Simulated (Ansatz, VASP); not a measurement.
**One calculation of Ge3Pd, two programs**

```xyz
4
Lattice="4.0860 0.0000 0.0000 0.0000 4.0860 0.0000 0.0000 0.0000 4.0860" Properties=species:S:1:pos:R:3 pbc="T T T"
Pd    0.0000    0.0000    0.0000
Ge    2.0430    2.0430    0.0000
Ge    2.0430    0.0000    2.0430
Ge    0.0000    2.0430    2.0430
```

Change from the starting cell: volume scaled by 0.96.

Alike in both runs: task single point; functional LDA; k mesh 7 × 7 × 7; occupations fermi-dirac, width 0.05 eV; no spin polarisation.

```csv
,VASP,Ansatz
version,VASP 6.6.1,Ansatz 0.2.0
potentials or method,"VASP PAW LDA potentials, release 64 (Pd, Ge_d), cutoff 520 eV","all-electron LAPW, scalar-relativistic"
```

|  | VASP | Ansatz | Ansatz less VASP |
| --- | --- | --- | --- |
| gap on the k mesh at the Fermi level (eV) | none | none | - |
| pressure (GPa) | -3.5 | -3.7 | -0.15 |

LDA's correlation is that of Perdew and Zunger in VASP and of Perdew and Wang (1992) in Ansatz. A gap of «none» marks a metal or a gap that the smearing closes. Ansatz ran all-electron here, and VASP with PAW potentials.
